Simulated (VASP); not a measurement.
Here is a VASP 6.6.1 calculation.

File INCAR:

```
  ALGO = Normal
  EDIFF = 1E-7
  ENCUT = 520
  GGA = PS
  ISIF = 2
  ISMEAR = 1
  LASPH = T
  LCHARG = F
  LREAL = F
  LWAVE = F
  NBANDS = 26
  NELM = 80
  PREC = Accurate
  SIGMA = 0.05
```

Contents of KPOINTS:

```
k-points
0
Gamma
  6 6 6
```

The input POSCAR:

```
MgAu3
1.0
    4.0767950448      0.0000000000      0.0000000000
    0.0000000000      4.0767950448      0.0000000000
    0.0000000000      0.0000000000      4.0767950448
Mg Au
1 3
Direct
    0.0000000000      0.0000000000      0.0000000000
    0.5000000000      0.5000000000      0.0000000000
    0.0000000000      0.5000000000      0.5000000000
    0.5000000000      0.0000000000      0.5000000000
```

Potentials or basis: VASP PAW PBE potentials, release 64 (Mg, Au).

Launch:

```sh
$ cat potpaw_PBE.64/Mg/POTCAR potpaw_PBE.64/Au/POTCAR > POTCAR
$ mpirun -np 1 vasp_std > vasp.out
```

Predict the pressure.

-0.3 GPa.

Caveat: the PAW data sets were made with another functional, which shifts forces and pressure a little.
